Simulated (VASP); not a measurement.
Here is a VASP 6.6.1 calculation.

Contents of INCAR:

```
SYSTEM = Au
  PREC = Accurate
  ENCUT = 520
  EDIFF = 1E-7
  ISMEAR = 0
  SIGMA = 0.1
  LREAL = .FALSE.
  LASPH = .TRUE.
  NELM = 60
  ALGO = Fast
  ISIF = 2
  LWAVE = .FALSE.
  LCHARG = .FALSE.
  GGA = PE
  IVDW = 12
  NBANDS = 18
```

KPOINTS

```
regular mesh
0
G
  6 6 4
  0 0 0
```

Contents of POSCAR:

```
Au
1.0
    3.4203654248      0.0000000000      0.0000000000
   -1.7101827124      2.9621233481      0.0000000000
    0.0000000000      0.0000000000      5.3936465505
Au
2
Direct
    0.6666666667      0.3333333333      0.7500000000
    0.3333333333      0.6666666667      0.2500000000
```

Potentials or basis: VASP PAW PBE potentials, release 64 (Au).

Run with:

```sh
$ cat potpaw_PBE.64/Au/POTCAR > POTCAR
$ mpirun -np 1 vasp_std > vasp.out
```

(1) Estimate the dispersion energy per atom.

(2) Estimate the pressure.

Results:

(1) -0.413 eV.

(2) -18.4 GPa.

Caveat: pairwise dispersion overbinds metals, which lowers pressure and volume.
